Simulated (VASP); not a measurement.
# HfC (WC type) (P-6m2) in VASP: further runs

Runs on HfC (WC type). Level: PBE. Tasks: relaxation of cell and atoms.

All numbers are computed with VASP 6.6.1; they aren't measurements. Logs are shortened: lines on timing, memory, paths and dates and some standing lists are left out, and cuts for length are marked.

**1. The cell of the first run**

It takes space group P-6m2 (No. 187, hexagonal). The conventional cell has a = 2.634 Å, b = 2.634 Å, c = 2.575 Å, α = 90.00°, β = 90.00°, γ = 120.00°. Hf (site symmetry -6m2) has 6 C at 1.99 Å and 2 Hf at 2.57 Å within 2.6 Å. C (site symmetry -6m2) has 6 Hf at 1.99 Å and 2 C at 2.57 Å within 2.6 Å.

**2. Relaxation of cell and atoms, PBE, target pressure 280 GPa, at which the enthalpy is minimised**

Contents of INCAR:

```
  PREC = Accurate
  ENCUT = 600
  EDIFF = 1E-7
  ISMEAR = -1
  SIGMA = 0.05
  LREAL = F
  LASPH = T
  NELM = 100
  ALGO = Normal
  ISIF = 3
  LWAVE = F
  LCHARG = F
  GGA = PE
  IBRION = 2
  NSW = 32
  EDIFFG = -0.005
  PSTRESS = 2800.0
```

Contents of KPOINTS:

```
Automatic mesh
0
Gamma
  17 17 15
```

Contents of POSCAR:

```
HfC
1.0
    2.6342315319      0.0000000000      0.0000000000
   -1.3171157660      2.2813114261      0.0000000000
    0.0000000000      0.0000000000      2.5747653590
Hf C
1 1
Direct
    0.0000000000      0.0000000000      0.0000000000
    0.3333333333      0.6666666667      0.5000000000
```

Potentials or basis: VASP PAW PBE potentials, release 64 (Hf_pv, C).

On the command line:

```
> cat potpaw_PBE.64/Hf_pv/POTCAR potpaw_PBE.64/C/POTCAR > POTCAR
> mpirun -np 1 vasp_std > vasp.out
```

OUTCAR:

```text
PREC = Accurate
   ENCUT = 600
   EDIFF = 1E-7
   ISMEAR = -1
   LREAL = F
   LASPH = T
   NELM = 100
   ISIF = 3
   GGA = PE
   IBRION = 2
   NSW = 32
   EDIFFG = -0.005
   PSTRESS = 2800.0

 ion  position               nearest neighbor table
   1  0.000  0.000  0.000-   2 1.99   2 1.99   2 1.99   2 1.99   2 1.99   2 1.99
   2  0.333  0.667  0.500-   1 1.99   1 1.99   1 1.99   1 1.99   1 1.99   1 1.99

  LATTYP: Found a hexagonal cell.
 ALAT       =     2.6342315319
 C/A-ratio  =     0.9774256089

  Lattice vectors:

 A1 = (   2.6342315319,   0.0000000000,   0.0000000000)
 A2 = (  -1.3171157660,   2.2813114261,   0.0000000000)
 A3 = (   0.0000000000,   0.0000000000,   2.5747653590)

Analysis of symmetry for initial positions (statically):
=====================================================================
 Subroutine PRICEL returns:
 Original cell was already a primitive cell.

 Routine SETGRP: Setting up the symmetry group for a
 hexagonal supercell.

 Subroutine GETGRP returns: Found 12 space group operations
 (whereof 12 operations were pure point group operations)
 out of a pool of 24 trial point group operations.

The static configuration has the point symmetry D_3h.

Analysis of symmetry for dynamics (positions and initial velocities):
=====================================================================
 Subroutine PRICEL returns:
 Original cell was already a primitive cell.

 Routine SETGRP: Setting up the symmetry group for a
 hexagonal supercell.

 Subroutine GETGRP returns: Found 12 space group operations
 (whereof 12 operations were pure point group operations)
 out of a pool of 24 trial point group operations.

The dynamic configuration has the point symmetry D_3h.

 Subroutine INISYM returns: Found 12 space group operations
 (whereof 12 operations are pure point group operations),
 and found     1 'primitive' translations

----------------------------------------------------------------------------------------

                                     Primitive cell

  volume of cell :      15.4731

  direct lattice vectors                    reciprocal lattice vectors
     2.634231532  0.000000000  0.000000000     0.379617352  0.219172181  0.000000000
    -1.317115766  2.281311426  0.000000000     0.000000000  0.438344361  0.000000000
     0.000000000  0.000000000  2.574765359     0.000000000  0.000000000  0.388384905

  length of vectors
     2.634231532  2.634231532  2.574765359     0.438344361  0.438344361  0.388384905

  position of ions in fractional coordinates (direct lattice)
     0.000000000  0.000000000  0.000000000
     0.333333333  0.666666667  0.500000000

  ion indices of the primitive-cell ions
   primitive index   ion index
                 1           1
                 2           2

----------------------------------------------------------------------------------------

 KPOINTS: Automatic mesh

Automatic generation of k-mesh.
 Grid dimensions read from file:
 generate k-points for:   17   17   15

 Generating k-lattice:

  Cartesian coordinates                     Fractional coordinates (reciprocal lattice)
     0.022330432  0.012892481  0.000000000     0.058823529 -0.000000000  0.000000000
     0.000000000  0.025784962  0.000000000     0.000000000  0.058823529  0.000000000
     0.000000000  0.000000000  0.025892327     0.000000000  0.000000000  0.066666667

  Length of vectors
     0.025784962  0.025784962  0.025892327

  Shift w.r.t. Gamma in fractional coordinates (k-lattice)
     0.000000000  0.000000000  0.000000000

 Subroutine IBZKPT returns following result:
 ===========================================

 Found    264 irreducible k-points:

 Following reciprocal coordinates:
            Coordinates               Weight
  0.000000  0.000000  0.000000      1.000000
  0.058824 -0.000000  0.000000      6.000000
  0.117647  0.000000  0.000000      6.000000
  0.176471  0.000000  0.000000      6.000000
  0.235294  0.000000  0.000000      6.000000
  0.294118 -0.000000  0.000000      6.000000
[... 16 lines left out ...]
  0.411765  0.117647  0.000000     12.000000
  0.176471  0.176471  0.000000      6.000000
 [... further k-points ...]
   k-points           NKPTS =    264   k-points in BZ     NKDIM =    264   number of bands    NBANDS=     11
   number of dos      NEDOS =    301   number of ions     NIONS =      2
   total plane-waves  NPLWV =  13824
   dimension x,y,z NGX =    24 NGY =   24 NGZ =   24
   dimension x,y,z NGXF=    48 NGYF=   48 NGZF=   48
   ions per type =               1   1
   NGX,Y,Z   is equivalent  to a cutoff of  15.15, 15.15, 15.50 a.u.
   NGXF,Y,Z  is equivalent  to a cutoff of  30.29, 30.29, 30.99 a.u.
 SYSTEM =  unknown system
   PREC   = accura    normal or accurate (medium, high low for compatibility)
   ISTART =      0    job   : 0-new  1-cont  2-samecut
   ICHARG =      2    charge: 1-file 2-atom 10-const
   ISPIN  =      1    spin polarized calculation?
   LNONCOLLINEAR =      F non collinear calculations
   LSORBIT =      F    spin-orbit coupling
   LASPH  =      T    aspherical Exc in radial PAW
   ENCUT  =  600.0 eV  44.10 Ry    6.64 a.u.   5.26  5.26  5.14*2*pi/ulx,y,z
   NELM   =    100;   NELMIN=  2; NELMDL= -5     # of ELM steps
   EDIFF  = 0.1E-06   stopping-criterion for ELM
   LREAL  =      F    real-space projection
   EDIFFG = -.5E-02   stopping-criterion for IOM
   NSW    =     32    number of steps for IOM
   IBRION =      2    ionic relax: 0-MD 1-quasi-New 2-CG
   NFREE  =      1    steps in history (QN), initial steepest desc. (CG)
   ISIF   =      3    stress and relaxation
   ISYM   =      2    0-nonsym 1-usesym 2-fastsym
   POTIM  = 0.5000    time-step for ionic-motion
   TEBEG  =    0.0;   TEEND  =   0.0 temperature during run
   PSTRESS= 2800.0 pullay stress
   NELECT =      14.0000    total number of electrons
   NUPDOWN=      -1.0000    fix difference up-down
   EMIN   =  10.00;   EMAX   =-10.00  energy-range for DOS
   EFERMI =   0.00;   METHOD = LEGACY
   ISMEAR =    -1;   SIGMA  =   0.05  broadening in eV -4-tet -1-fermi 0-gaus
   EFERMI_NEDOS =   21; number of points for ismear=-14 and -15
   IALGO  =     38    algorithm
   IMIX   =      4    mixing-type and parameters
     AMIX     =   0.40;   BMIX     =  1.00
     AMIX_MAG =   1.60;   BMIX_MAG =  1.00
  volume/ion in A,a.u.               =       7.74        52.21
  Fermi-wavevector in a.u.,A,eV,Ry     =   1.583405  2.992202 34.112154  2.507173
  Thomas-Fermi vector in A             =   2.683181
   LORBIT       =      0    0 simple, 1 ext, 2 COOP (PROOUT), +10 PAW based schemes
   GGA     = PE    functional components
   LHFCALC =     F    Hartree Fock is set to
   AEXX    =    0.0000 exact exchange contribution
   IVDW    =     0    specifies the selected vdW correction
   LEPSILON=     F    determine dielectric tensor
   LRPA    =     F    only Hartree local field effects (RPA)
 conjugate gradient relaxation of ions
 non-spin polarized calculation
  energy-cutoff  :      600.00
  volume of cell :       15.47
 maximum number of plane-waves:       531
 NGX is ok and might be reduce to    24
   NGX = 11   NGY = 11   NGZ = 11

--------------------------------------- Ionic step        1  -------------------------------------------

 number of electron      13.9999999 magnetization

 Free energy of the ion-electron system (eV)
  ---------------------------------------------------
  ext. energy  EPLUGINS =         0.00000000
  ---------------------------------------------------
  free energy    TOTEN  =       -13.18158650 eV

  energy without entropy =      -13.17836573  energy(sigma->0) =      -13.17997611

------------------------ aborting loop because EDIFF is reached ----------------------------------------

  FORCE on cell =-STRESS in cart. coord.  units (eV):
  Direction    XX          YY          ZZ          XY          YZ          ZX
  --------------------------------------------------------------------------------------
  -------------------------------------------------------------------------------------
  Total       27.2607986     27.2607986     27.1045631     -0.0000000      0.0000000     -0.0000000
  in kB     2822.7536664   2822.7536665   2806.5760566     -0.0000001      0.0000000     -0.0000000
  external PRESSURE =      17.3611299 kB  Pullay stress =    2800.0000000 kB
[... 137 lines left out ...]
  enthalpy is  TOTEN    =        13.8592616098 eV   P V=       27.0883283416

--------------------------------------- Ionic step        5  -------------------------------------------

 number of electron      13.9999999 magnetization

 Free energy of the ion-electron system (eV)
  ---------------------------------------------------
  ext. energy  EPLUGINS =         0.00000000
  ---------------------------------------------------
  free energy    TOTEN  =       -13.23240795 eV

  energy without entropy =      -13.22918054  energy(sigma->0) =      -13.23079425

 E-fermi :  10.5048     XC(G=0): -14.8360

 val. band max:       10.4718889085   @ k =   0.4118  -0.0000   0.1333
 cond. band min:      10.5186692074   @ k =   0.4706   0.0000   0.1333
 fundamental gap:      0.0467802989
 Fermi energy:        10.5048463556

 k-point     1 :       0.0000    0.0000    0.0000
  band No.  band energies     occupation
      1     -17.4299      2.00000
      2     -17.1586      2.00000
      3     -17.1586      2.00000
      4      -3.9959      2.00000
      5       7.0550      2.00000
      6       7.8762      2.00000
      7       7.8762      2.00000
      8      12.8152      0.00000
      9      19.5588      0.00000
     10      20.5060      0.00000
     11      20.5060      0.00000
[... 309 lines left out ...]
 k-point    24 :       0.1765    0.1765    0.0000
  band No.  band energies     occupation
      1     -19.7237      2.00000
      2     -18.0618      2.00000
      3     -16.9895      2.00000
      4      -0.6723      2.00000
      5       5.0725      2.00000
      6       8.9537      2.00000
      7       9.6009      2.00000
      8      10.1982      1.99567
      9      17.0442      0.00000
     10      17.7696      0.00000
     11      21.4023      0.00000

 [... further k-points ...]
[... 5 lines left out ...]
  --------------------------------------------------------------------------------------
  -------------------------------------------------------------------------------------
  Total       27.0936196     27.0936196     27.0970889     -0.0000000     -0.0000000     -0.0000000
  in kB     2800.2083139   2800.2083140   2800.5668735     -0.0000001     -0.0000000     -0.0000000
  external PRESSURE =       0.3278338 kB  Pullay stress =    2800.0000000 kB
[... 17 lines left out ...]
  FREE ENERGIE OF THE ION-ELECTRON SYSTEM (eV)
  ---------------------------------------------------
  free  energy   TOTEN  =       -13.2324079544 eV

  energy  without entropy=      -13.2291805411  energy(sigma->0) =      -13.23079425

  enthalpy is  TOTEN    =        13.8591961244 eV   P V=       27.0916040788

 reached required accuracy - stopping structural energy minimisation
```

Wall time 4.8 min (1 thread of AMD EPYC 7R43 (Zen 3), shared host); peak memory 0.17 GiB.

What came out:

```yaml
Free_energy: -13.2324 eV
Relaxed_volume: 7.75 Å³/atom
Relaxed_cell: a = 2.638 Å, b = 2.638 Å, c = 2.572 Å, α = 90.00°, β = 90.00°, γ = 120.00°
Space_group_after_relaxing_to_0.05_Å: P-6m2 (No. 187)
Energy_change_on_relaxing_the_enthalpy_is_what_falls: -25.4 meV/atom
Ionic_steps: 5
Pressure_after_relaxing: 280.0 GPa
Band_gap_on_the_k_mesh: zero (band 7 reaches 12.06 eV, above the bottom of band 8 at 9.86 eV)
```

The path:
```
step  energy change (eV)  largest force (eV/Å)  pressure (GPa)  volume (Å³)
   1              0.0000                0.0000          281.74        15.47
   2             -0.3244                0.0000          269.52        15.66
   3             -0.0543                0.0000          279.73        15.50
   4             -0.0475                0.0000          280.34        15.50
   5             -0.0508                0.0000          280.03        15.50
```

Final structure:
```xyz
2
Lattice="2.6379 0.0000 0.0000 -1.3189 2.2844 0.0000 0.0000 0.0000 2.5725" Properties=species:S:1:pos:R:3 pbc="T T T"
Hf    0.0000    0.0000    0.0000
C     0.0000    1.5230    1.2862
```

Levels at points of the mesh, in eV from the Fermi level:
```csv
k point,band 4,band 5,band 6,band 7,band 8,band 9,band 10,band 11
"(0.00, 0.00, 0.00)",-14.50,-3.45,-2.63,-2.63,2.31,9.05,10.00,10.00
```

Caveat: the cell is relaxed towards a set pressure, so the enthalpy falls and the energy may rise; spin-orbit coupling is left out, which moves the levels of the heavy elements.

**3. Relaxation of cell and atoms, PBE, target pressure 280 GPa, at which the enthalpy is minimised**

This run uses another cell than the first one, of 7.80 Å³/atom, 1.008 times its volume.

Contents of INCAR:

```
SYSTEM = HfC
  ALGO = Normal
  EDIFF = 1E-7
  EDIFFG = -0.005
  ENCUT = 600
  GGA = PE
  IBRION = 2
  ISIF = 3
  ISMEAR = -1
  LASPH = .True.
  LCHARG = .False.
  LREAL = .False.
  LWAVE = .False.
  NELM = 80
  NSW = 60
  PREC = Accurate
  PSTRESS = 2800.0
  SIGMA = 0.05
```

Contents of KPOINTS:

```
k-points
0
Gamma
  17 17 15
  0 0 0
```

Contents of POSCAR:

```
HfC
1.0
    2.6389231119      0.0000000000      0.0000000000
   -1.3194615559      2.2853744535      0.0000000000
    0.0000000000      0.0000000000      2.5861446496
Hf C
1 1
Direct
    0.0000000000      0.0000000000      0.0000000000
    0.3333333333      0.6666666667      0.5000000000
```

Potentials or basis: VASP PAW PBE potentials, release 64 (Hf_pv, C).

On the command line:

```
> cat potpaw_PBE.64/Hf_pv/POTCAR potpaw_PBE.64/C/POTCAR > POTCAR
> mpirun -np 1 vasp_std > vasp.out
```

Wall time 6.1 min (1 thread of AMD EPYC 7R43 (Zen 3), shared host); peak memory 0.18 GiB.

Results (log left out):

| Property | Result |
| --- | --- |
| Free energy | -13.2332 eV |
| Relaxed volume | 7.75 Å³/atom |
| Relaxed cell | a = 2.638 Å, b = 2.638 Å, c = 2.573 Å, α = 90.00°, β = 90.00°, γ = 120.00° |
| Space group after relaxing (to 0.05 Å) | P-6m2 (No. 187) |
| Energy change on relaxing (the enthalpy is what falls) | +81.2 meV/atom |
| Ionic steps | 6 |
| Pressure after relaxing | 280.0 GPa |
| Band gap on the k mesh | zero (band 7 reaches 12.06 eV, above the bottom of band 8 at 9.86 eV) |

The path:
```tsv
step	energy change (eV)	largest force (eV/Å)	pressure (GPa)	volume (Å³)
1	0.0000	0.0000	273.07	15.60
2	1.4102	0.0000	329.25	14.85
3	0.1785	0.0000	280.24	15.49
4	0.1834	0.0000	280.44	15.49
5	0.1478	0.0000	279.70	15.51
6	0.1623	0.0000	280.00	15.50
```

Final structure:
```yaml
crystal:
  lattice:
    - [2.63785, 0.00000, 0.00000]
    - [-1.31892, 2.28444, 0.00000]
    - [0.00000, 0.00000, 2.57256]
  atoms:
    - { symbol: Hf, position: [0.00000, 0.00000, 0.00000] }
    - { symbol: C, position: [0.33333, 0.66667, 0.50000] }
```

Levels at points of the mesh, in eV from the Fermi level:
```tsv
k point	band 5	band 6	band 7	band 8	band 9	band 10
(0.00, 0.00, 0.00)	-3.45	-2.63	-2.63	2.31	9.05	10.00
```

Caveat: the cell is relaxed towards a set pressure, so the enthalpy falls and the energy may rise; spin-orbit coupling is left out, which moves the levels of the heavy elements.
